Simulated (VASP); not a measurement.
The system is CdSe.

```xyz
2
Lattice="0.0000 2.8930 2.8930 2.8930 0.0000 2.8930 2.8930 2.8930 0.0000" Properties=species:S:1:pos:R:3 pbc="T T T"
Cd    0.0000    0.0000    0.0000
Se    2.8930    2.8930    2.8930
```

This cell differs from its parent crystal: volume scaled by 1.02.

Base run:

```yaml
Program: VASP 6.6.1
Functional: PBE
Potentials_or_basis: VASP PAW PBE potentials, release 64 (Cd, Se)
Cutoff: 520 eV
k_mesh: 8 × 8 × 8
Occupations: fermi-dirac, width 0.05 eV
Spin: no spin polarisation
```

Its results: band gap on the k mesh zero (band 9 reaches 2.08 eV, above the bottom of band 10 at 1.64 eV); pressure -1.1 GPa.

Problem. The run is repeated on the same cell with these changes: functional from PBE to PBEsol; further incar settings from ALGO = Normal; EDIFF = 1e-07; NBANDS = 16 to ALGO = Normal; EDIFF = 1e-06; NBANDS = 16. What comes out?

Solution. Band gap on the k mesh zero (band 9 reaches 1.95 eV, above the bottom of band 10 at 1.42 eV); pressure -4.5 GPa.

Caveats: the PAW data sets were made with another functional, which shifts forces and pressure a little (some runs).
